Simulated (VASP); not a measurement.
# CoO (P-6m2) in VASP: a series of runs

CoO is run at these levels: LDA+U; tasks: single point.

All numbers are computed with VASP 6.6.1; they aren't measurements. Logs are shortened: lines on timing, memory, paths and dates and some standing lists are left out, and cuts for length are marked.

### Step 1. The cell of the first run

It takes space group P-6m2 (No. 187, hexagonal). The conventional cell has a = 2.856 Å, b = 2.856 Å, c = 2.788 Å, α = 90.00°, β = 90.00°, γ = 120.00°. Co (site symmetry -6m2) has 6 O at 2.16 Å and 8 Co at 2.79 to 2.86 Å within 2.9 Å. Within 2.9 Å of O (site symmetry -6m2) lie 6 Co at 2.16 Å and 8 O at 2.79 to 2.86 Å.

### Step 2. Single point, LDA+U, collinear spin, ferromagnetic start

File INCAR:

```
ALGO = Normal
EDIFF = 1E-6
ENCUT = 520
ISIF = 2
ISMEAR = 0
ISPIN = 2
LASPH = T
LCHARG = T
LDAU = T
LDAUJ = 0 0
LDAUL = 2 -1
LDAUPRINT = 1
LDAUTYPE = 2
LDAUU = 2 0
LELF = T
LMAXMIX = 4
LORBIT = 11
LREAL = F
LVHAR = T
LWAVE = F
MAGMOM = 3 0
NBANDS = 18
NELM = 150
PREC = Accurate
SIGMA = 0.05
```

File KPOINTS:

```
k-points
0
Gamma
  8 8 7
```

File POSCAR:

```
CoO
1.0
    2.8562992300      0.0000000000      0.0000000000
   -1.4281496100      2.4736276900      0.0000000000
    0.0000000000      0.0000000000      2.7876065300
Co O
1 1
Direct
    0.0000000000      0.0000000000      0.0000000000
    0.6666666667      0.3333333333      0.5000000000
```

Potentials or basis: VASP PAW LDA potentials, release 64 (Co, O).

Run with:

```bash
$ cat potpaw_LDA.64/Co/POTCAR potpaw_LDA.64/O/POTCAR > POTCAR
$ mpirun -np 1 vasp_std > vasp.out
```

OUTCAR:

```text
EDIFF = 1E-6
   ENCUT = 520
   ISIF = 2
   ISMEAR = 0
   ISPIN = 2
   LASPH = T
   LORBIT = 11
   LREAL = F
   NELM = 150
   PREC = Accurate

 ion  position               nearest neighbor table
   1  0.000  0.000  0.000-   2 2.16   2 2.16   2 2.16   2 2.16   2 2.16   2 2.16
   2  0.667  0.333  0.500-   1 2.16   1 2.16   1 2.16   1 2.16   1 2.16   1 2.16

  LATTYP: Found a hexagonal cell.
 ALAT       =     2.8562992300
 C/A-ratio  =     0.9759504539

  Lattice vectors:

 A1 = (   2.8562992300,   0.0000000000,   0.0000000000)
 A2 = (  -1.4281496100,   2.4736276900,   0.0000000000)
 A3 = (   0.0000000000,   0.0000000000,   2.7876065300)

Analysis of symmetry for initial positions (statically):
=====================================================================
 Subroutine PRICEL returns:
 Original cell was already a primitive cell.

 Routine SETGRP: Setting up the symmetry group for a
 hexagonal supercell.

 Subroutine GETGRP returns: Found 12 space group operations
 (whereof 12 operations were pure point group operations)
 out of a pool of 24 trial point group operations.

The static configuration has the point symmetry D_3h.

Analysis of symmetry for dynamics (positions and initial velocities):
=====================================================================
 Subroutine PRICEL returns:
 Original cell was already a primitive cell.

 Routine SETGRP: Setting up the symmetry group for a
 hexagonal supercell.

 Subroutine GETGRP returns: Found 12 space group operations
 (whereof 12 operations were pure point group operations)
 out of a pool of 24 trial point group operations.

The dynamic configuration has the point symmetry D_3h.

Analysis of structural, dynamic, and magnetic symmetry:
=====================================================================
 Subroutine PRICEL returns:
 Original cell was already a primitive cell.

 Routine SETGRP: Setting up the symmetry group for a
 hexagonal supercell.

 Subroutine GETGRP returns: Found 12 space group operations
 (whereof 12 operations were pure point group operations)
 out of a pool of 24 trial point group operations.

The overall configuration has the point symmetry D_3h.

 Subroutine INISYM returns: Found 12 space group operations
 (whereof 12 operations are pure point group operations),
 and found     1 'primitive' translations

----------------------------------------------------------------------------------------

                                     Primitive cell

  volume of cell :      19.6956

  direct lattice vectors                    reciprocal lattice vectors
     2.856299230  0.000000000  0.000000000     0.350103375  0.202132277  0.000000000
    -1.428149610  2.473627690  0.000000000     0.000000000  0.404264556  0.000000000
     0.000000000  0.000000000  2.787606530     0.000000000  0.000000000  0.358730685

  length of vectors
     2.856299230  2.856299224  2.787606530     0.404264555  0.404264556  0.358730685

  position of ions in fractional coordinates (direct lattice)
     0.000000000  0.000000000  0.000000000
     0.666666667  0.333333333  0.500000000

  ion indices of the primitive-cell ions
   primitive index   ion index
                 1           1
                 2           2

----------------------------------------------------------------------------------------

 KPOINTS: k-points

Automatic generation of k-mesh.
 Grid dimensions read from file:
 generate k-points for:    8    8    7

 Generating k-lattice:

[... 63 lines left out ...]
   EDIFFG = 0.1E-04   stopping-criterion for IOM
   NSW    =      0    number of steps for IOM
   IBRION =     -1    ionic relax: 0-MD 1-quasi-New 2-CG
   NFREE  =      0    steps in history (QN), initial steepest desc. (CG)
   ISIF   =      2    stress and relaxation
   ISYM   =      2    0-nonsym 1-usesym 2-fastsym
   POTIM  = 0.5000    time-step for ionic-motion
   TEBEG  =    0.0;   TEEND  =   0.0 temperature during run
   PSTRESS=    0.0 pullay stress
   NELECT =      15.0000    total number of electrons
   NUPDOWN=      -1.0000    fix difference up-down
   EMIN   =  10.00;   EMAX   =-10.00  energy-range for DOS
   EFERMI =   0.00;   METHOD = LEGACY
   ISMEAR =     0;   SIGMA  =   0.05  broadening in eV -4-tet -1-fermi 0-gaus
   EFERMI_NEDOS =   21; number of points for ismear=-14 and -15
   IALGO  =     38    algorithm
   IMIX   =      4    mixing-type and parameters
     AMIX     =   0.40;   BMIX     =  1.00
     AMIX_MAG =   1.60;   BMIX_MAG =  1.00
  volume/ion in A,a.u.               =       9.85        66.46
  Fermi-wavevector in a.u.,A,eV,Ry     =   1.495026  2.825189 30.410419  2.235103
  Thomas-Fermi vector in A             =   2.607224
   LORBIT       =     11    0 simple, 1 ext, 2 COOP (PROOUT), +10 PAW based schemes
 LDA+U is selected, type is set to LDAUTYPE =  2
   angular momentum for each species LDAUL =     2   -1
   U (eV)           for each species LDAUU =   2.0  0.0
   J (eV)           for each species LDAUJ =   0.0  0.0
   GGA     = CA    functional components
   LHFCALC =     F    Hartree Fock is set to
   AEXX    =    0.0000 exact exchange contribution
   IVDW    =     0    specifies the selected vdW correction
   LEPSILON=     F    determine dielectric tensor
   LRPA    =     F    only Hartree local field effects (RPA)
 spin polarized calculation
 Gauss-broadening in eV      SIGMA  =   0.05
  energy-cutoff  :      520.00
  volume of cell :       19.70
 maximum number of plane-waves:       543
 NGX is ok and might be reduce to    24
   NGX = 11   NGY = 11   NGZ = 11

atom =   1  type =  1  l = 2

 onsite density matrix

spin component  1

  0.9631  0.0000 -0.0000 -0.0000 -0.0000
  0.0000  0.9927 -0.0000  0.0000  0.0000
 -0.0000 -0.0000  0.9584 -0.0000 -0.0000
 -0.0000  0.0000 -0.0000  0.9927 -0.0000
 -0.0000  0.0000 -0.0000 -0.0000  0.9631

spin component  2

  0.5137 -0.0000 -0.0000 -0.0000  0.0000
 -0.0000  0.1816 -0.0000  0.0000 -0.0000
 -0.0000 -0.0000  0.8975 -0.0000 -0.0000
 -0.0000  0.0000 -0.0000  0.1816  0.0000
  0.0000 -0.0000 -0.0000  0.0000  0.5137

 occupancies and eigenvectors

  o =  0.1816  v =  0.0000  0.0000  0.0000  0.0000  0.0000  0.0000  0.9010 -0.0000 -0.4337 -0.0000      0.0000  0.0000  0.0000  0.0000  0.0000  0.0000  0.0000  0.0000  0.0000  0.0000
  o =  0.1816  v =  0.0000  0.0000  0.0000  0.0000  0.0000 -0.0000 -0.4337 -0.0000 -0.9010  0.0000      0.0000  0.0000  0.0000  0.0000  0.0000  0.0000  0.0000  0.0000  0.0000  0.0000
  o =  0.5137  v =  0.0000  0.0000  0.0000  0.0000  0.0000  0.8847 -0.0000  0.0000 -0.0000 -0.4661      0.0000  0.0000  0.0000  0.0000  0.0000  0.0000  0.0000  0.0000  0.0000  0.0000
  o =  0.5137  v =  0.0000  0.0000  0.0000  0.0000  0.0000 -0.4661  0.0000 -0.0000  0.0000 -0.8847      0.0000  0.0000  0.0000  0.0000  0.0000  0.0000  0.0000  0.0000  0.0000  0.0000
  o =  0.8975  v =  0.0000  0.0000  0.0000  0.0000  0.0000 -0.0000  0.0000  1.0000 -0.0000 -0.0000      0.0000  0.0000  0.0000  0.0000  0.0000  0.0000  0.0000  0.0000  0.0000  0.0000
  o =  0.9584  v = -0.0000 -0.0000 -1.0000 -0.0000 -0.0000  0.0000  0.0000  0.0000  0.0000  0.0000      0.0000  0.0000  0.0000  0.0000  0.0000  0.0000  0.0000  0.0000  0.0000  0.0000
  o =  0.9631  v =  0.6052 -0.0000  0.0000  0.0000 -0.7961  0.0000  0.0000  0.0000  0.0000  0.0000      0.0000  0.0000  0.0000  0.0000  0.0000  0.0000  0.0000  0.0000  0.0000  0.0000
  o =  0.9631  v =  0.7961  0.0000 -0.0000 -0.0000  0.6052  0.0000  0.0000  0.0000  0.0000  0.0000      0.0000  0.0000  0.0000  0.0000  0.0000  0.0000  0.0000  0.0000  0.0000  0.0000
  o =  0.9927  v = -0.0000 -0.9010  0.0000  0.4337  0.0000  0.0000  0.0000  0.0000  0.0000  0.0000      0.0000  0.0000  0.0000  0.0000  0.0000  0.0000  0.0000  0.0000  0.0000  0.0000
  o =  0.9927  v =  0.0000 -0.4337  0.0000 -0.9010  0.0000  0.0000  0.0000  0.0000  0.0000  0.0000      0.0000  0.0000  0.0000  0.0000  0.0000  0.0000  0.0000  0.0000  0.0000  0.0000

 number of electron      15.0000005 magnetization       3.0004413

 Free energy of the ion-electron system (eV)
  ---------------------------------------------------
  ext. energy  EPLUGINS =         0.00000000
  ---------------------------------------------------
  free energy    TOTEN  =       -13.29776926 eV

  energy without entropy =      -13.29583943  energy(sigma->0) =      -13.29680435

 E-fermi :   6.9758     XC(G=0): -12.7880

 val. band max:        6.9750052280   @ k =   0.5000   0.0000   0.1429
 cond. band min:       6.9889025018   @ k =   0.3750   0.0000   0.1429
 fundamental gap:      0.0138972738
 Fermi energy:         6.9758142082

 spin component 1

 k-point     1 :       0.0000    0.0000    0.0000
  band No.  band energies     occupation
      1     -12.4440      1.00000
      2       1.9664      1.00000
      3       1.9664      1.00000
      4       2.5478      1.00000
      5       3.4677      1.00000
      6       3.4677      1.00000
[... 1001 lines left out ...]
     17      36.4424      0.00000
     18      40.3308      0.00000

 [... further k-points ...]

------------------------ aborting loop because EDIFF is reached ----------------------------------------

  FORCE on cell =-STRESS in cart. coord.  units (eV):
  Direction    XX          YY          ZZ          XY          YZ          ZX
  --------------------------------------------------------------------------------------
  -------------------------------------------------------------------------------------
  Total       -2.4169021     -2.4169021     -3.3505965     -0.0000000     -0.0000000      0.0000000
  in kB     -196.6075230   -196.6075224   -272.5606784     -0.0000004     -0.0000000      0.0000000
  external PRESSURE =    -221.9252412 kB  Pullay stress =       0.0000000 kB

 VOLUME and BASIS-vectors are now :
 -----------------------------------------------------------------------------
  energy-cutoff  :      520.00
  volume of cell :       19.70
      direct lattice vectors                 reciprocal lattice vectors
     2.856299230  0.000000000  0.000000000     0.350103375  0.202132277  0.000000000
    -1.428149610  2.473627690  0.000000000     0.000000000  0.404264556  0.000000000
     0.000000000  0.000000000  2.787606530     0.000000000  0.000000000  0.358730685

 POSITION                                       TOTAL-FORCE (eV/Angst)
 -----------------------------------------------------------------------------------
      0.00000      0.00000      0.00000         0.000000     -0.000000      0.000000
      1.42815      0.82454      1.39380        -0.000000      0.000000      0.000000
 -----------------------------------------------------------------------------------
    total drift:                               -0.000000      0.000000      0.000000

  FREE ENERGIE OF THE ION-ELECTRON SYSTEM (eV)
  ---------------------------------------------------
  free  energy   TOTEN  =       -13.2977692592 eV

  energy  without entropy=      -13.2958394334  energy(sigma->0) =      -13.29680435

 total charge

# of ion       s       p       d       tot
------------------------------------------
    1        0.304   0.368   7.134   7.806
    2        1.548   3.369   0.000   4.917
--------------------------------------------------
tot          1.851   3.737   7.134  12.723

 magnetization (x)

# of ion       s       p       d       tot
------------------------------------------
    1        0.007   0.009   2.582   2.599
    2        0.024   0.330   0.000   0.354
--------------------------------------------------
tot          0.031   0.340   2.582   2.952
```

Wall time 31 s (1 thread of AMD EPYC 7R13 (Zen 3), shared host); peak memory 0.12 GiB.

What came out:

```yaml
Free_energy: -13.2978 eV
Pressure: -22.2 GPa
Band_gap_on_the_k_mesh: zero (filled and empty bands overlap)
Net_moment: 3.00 μB per cell
Site_moments: Co +2.60; O +0.35 μB
Valence_electrons_inside_the_program's_atomic_spheres: Co 7.81; O 4.92
```

Levels at points of the mesh, in eV from the Fermi level:
Spin up:
```
           k point  band 6  band 7  band 8  band 9  band 10  band 11  band 12  band 13
(0.00, 0.00, 0.00)   -3.51   -3.17   -1.01   -1.01     0.81    14.21    16.06    16.06
(0.50, 0.00, 0.00)   -3.64   -2.51   -2.36   -0.66     5.50     8.56    14.37    16.68
```
Spin down:
```csv
k point,band 3,band 4,band 5,band 6,band 7,band 8,band 9,band 10
"(0.00, 0.00, 0.00)",-3.12,-2.84,-2.57,0.95,0.95,1.01,1.01,1.43
"(0.50, 0.00, 0.00)",-3.22,-2.70,-2.27,0.08,0.42,0.83,2.23,6.03
```

Eigenvalues of the final occupation matrices:
```tsv
site	spin	trace	eigenvalues
site 1 d	1	4.87	0.96 0.96 0.96 0.99 0.99
site 1 d	2	2.29	0.18 0.18 0.51 0.51 0.90
```

Caveat: a cell with one magnetic atom can't hold antiferromagnetic order, which such compounds often take. The state reached can hang on the start; a lower one may exist.

### Step 3. Single point, LDA+U, collinear spin, ferromagnetic start

File INCAR:

```
SYSTEM = CoO
PREC     = Accurate       ! precision mode
ENCUT    = 520            ! plane-wave cutoff, eV
EDIFF    = 1E-7           ! SCF threshold, eV
ISMEAR   = 0              ! smearing method
SIGMA    = 0.05           ! smearing width, eV
LREAL    = .False.        ! projectors in reciprocal space
LASPH    = .True.         ! aspherical terms in the spheres
NELM     = 150            ! most SCF steps
ALGO     = Normal         ! electronic algorithm
ISIF     = 2              ! what is computed and relaxed
LWAVE    = .False.        ! write WAVECAR
LCHARG   = .True.         ! write CHGCAR
ISPIN    = 2              ! spin polarisation
MAGMOM   = 3 0            ! initial moments
LORBIT   = 11             ! projections on sites
LMAXMIX  = 4              ! l up to which the mixer works
LDAU     = .True.         ! DFT+U
LDAUTYPE = 2            
LDAUL    = 2 -1           ! shell
LDAUU    = 2 0            ! U, eV
LDAUJ    = 0 0          
LDAUPRINT= 1            
GGA      = CA             ! functional
LELF     = .True.         ! ELF
LVHAR    = .True.       
NBANDS   = 18             ! bands
```

File KPOINTS:

```
regular mesh
0
Gamma
  8 8 7
  0 0 0
```

POSCAR is that of step 2.

Potentials or basis: VASP PAW LDA potentials, release 64 (Co, O).

Run with:

```bash
$ cat potpaw_LDA.64/Co/POTCAR potpaw_LDA.64/O/POTCAR > POTCAR
$ mpirun -np 1 vasp_std > vasp.out
```

It took 33 s on 1 thread of AMD EPYC 7R13 (Zen 3), shared host; peak memory 0.11 GiB.

The run converged. Its results:

| Item | Value |
| --- | --- |
| Free energy | -13.2978 eV |
| Pressure | -22.3 GPa |
| Band gap on the k mesh | zero (filled and empty bands overlap) |
| Net moment | 3.00 μB per cell |
| Site moments | Co +2.60; O +0.35 μB |
| Valence electrons inside the program's atomic spheres | Co 7.81; O 4.92 |

Stress tensor (GPa, compression positive):
```
-19.78   0.00   0.00
  0.00 -19.78   0.00
  0.00   0.00 -27.38
```

Levels at points of the mesh, in eV from the Fermi level:
Spin up:
| k point | band 6 | band 7 | band 8 | band 9 | band 10 | band 11 | band 12 | band 13 |
| --- | --- | --- | --- | --- | --- | --- | --- | --- |
| (0.00, 0.00, 0.00) | -3.51 | -3.17 | -1.01 | -1.01 | 0.81 | 14.21 | 16.06 | 16.06 |
| (0.50, 0.00, 0.00) | -3.64 | -2.51 | -2.36 | -0.66 | 5.50 | 8.56 | 14.37 | 16.68 |
Spin down:
```
           k point  band 2  band 3  band 4  band 5  band 6  band 7  band 8  band 9  band 10  band 11
(0.00, 0.00, 0.00)   -3.12   -3.12   -2.84   -2.57    0.94    0.94    1.01    1.01     1.43    14.74
(0.50, 0.00, 0.00)   -6.86   -3.22   -2.71   -2.27    0.08    0.42    0.83    2.23     6.03     9.40
```

Eigenvalues of the final occupation matrices:
```csv
site,spin,trace,eigenvalues
site 1 d,1,4.87,0.96 0.96 0.96 0.99 0.99
site 1 d,2,2.29,0.18 0.18 0.51 0.51 0.90
```

Caveat: a cell with one magnetic atom can't hold antiferromagnetic order, which such compounds often take. The state reached can hang on the start; a lower one may exist.

[end of part 1 of 2]
